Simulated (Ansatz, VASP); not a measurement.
BiOs in VASP and in Ansatz

INCAR

```
  ALGO = Normal
  EDIFF = 1E-6
  ENCUT = 520
  GGA = PE
  ISIF = 2
  ISMEAR = 0
  LASPH = True
  LCHARG = False
  LREAL = False
  LWAVE = False
  NBANDS = 18
  NELM = 100
  PREC = Accurate
  SIGMA = 0.05
```

File KPOINTS:

```
k-points
0
Gamma
  10 10 10
```

File POSCAR:

```
BiOs
1.0
    0.0000000000      2.8596183286      2.8596183286
    2.8596183286      0.0000000000      2.8596183286
    2.8596183286      2.8596183286      0.0000000000
Os Bi
1 1
Direct
    0.5000000000      0.5000000000      0.5000000000
    0.0000000000      0.0000000000      0.0000000000
```

Input for Ansatz:

```yaml
crystal:
  lattice:
    - [0.0, 2.8596183286, 2.8596183286]
    - [2.8596183286, 0.0, 2.8596183286]
    - [2.8596183286, 2.8596183286, 0.0]
  atoms:
    - { symbol: Os, position: [0.5, 0.5, 0.5] }
    - { symbol: Bi, position: [0.0, 0.0, 0.0] }
basis:
  ecutwfc: 420
  ecutrho_ratio: 4
kpoints:
  mp_grid: { grid: [10, 10, 10] }
hamiltonian:
  xc: pbe
scf:
  occupations: { method: gaussian, width: 0.05 }
output:
  forces: true
  stress: true
  eigenvalues: true
```

Alike in both runs: task single point; functional PBE; k mesh 10 × 10 × 10; occupations gaussian, width 0.05 eV; no spin polarisation.

|  | VASP | Ansatz |
| --- | --- | --- |
| version | VASP 6.6.1 | Ansatz 0.2.0 |
| potentials or method | VASP PAW PBE potentials, release 64 (Os, Bi_d), cutoff 520 eV | scalar-relativistic, plane waves, PAW |
| valence electrons in the cell | 23 | 31 |

```tsv
	VASP	Ansatz	Ansatz less VASP
gap on the k mesh at the Fermi level (eV)	none	none	-
pressure (GPa)	-7.0	-7.0	-0.01
```

A gap of «none» marks a metal or a gap that the smearing closes. The functional is the same, so the differences come from potentials, cutoffs and numerics. VASP's potentials hold 23 valence electrons a cell and Ansatz's 31, so a difference there can come from the potentials and not from the codes.

Spin-orbit coupling is off throughout.
